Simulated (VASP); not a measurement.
Here is a VASP 6.6.1 calculation.

Contents of INCAR:

```
SYSTEM = Re
PREC     = Accurate       ! precision mode
ENCUT    = 520            ! plane-wave cutoff, eV
EDIFF    = 1E-6           ! SCF threshold, eV
ISMEAR   = 0              ! smearing method
SIGMA    = 0.1            ! smearing width, eV
LREAL    = .FALSE.        ! projectors in reciprocal space
LASPH    = .TRUE.         ! aspherical terms in the spheres
NELM     = 100            ! most SCF steps
ALGO     = Normal         ! electronic algorithm
ISIF     = 2              ! what is computed and relaxed
LWAVE    = .FALSE.        ! write WAVECAR
LCHARG   = .TRUE.         ! write CHGCAR
GGA      = PS             ! functional
LELF     = .TRUE.         ! ELF
LVHAR    = .TRUE.       
NBANDS   = 14             ! bands
```

The input KPOINTS:

```
regular mesh
0
G
  8 8 8
  0 0 0
```

POSCAR

```
Re
1.0
   -2.4064138552      2.4064138552      1.3127431791
    2.4064138552     -2.4064138552      1.3127431791
    2.4064138552      2.4064138552     -1.3127431791
Re
2
Direct
    0.0000000000      0.0000000000      0.0000000000
    0.7500000000      0.2500000000      0.5000000000
```

Potentials or basis: VASP PAW PBE potentials, release 64 (Re).

Launch:

```sh
$ cat potpaw_PBE.64/Re/POTCAR > POTCAR
$ mpirun -np 1 vasp_std > vasp.out
```

Problem. Estimate the band gap on the k mesh.

Solution. Zero (bands 7 and 8 overlap by 2.21 eV).

Problem. Predict the pressure.

Solution. 17.7 GPa.

Stress tensor (GPa, compression positive):
```
24.12  0.00  0.00
 0.00 24.12  0.00
 0.00  0.00  4.99
```

Caveat: the cell stands under pressure; the PAW data sets were made with another functional, which shifts forces and pressure a little; spin-orbit coupling is left out, which moves the levels of the heavy elements.
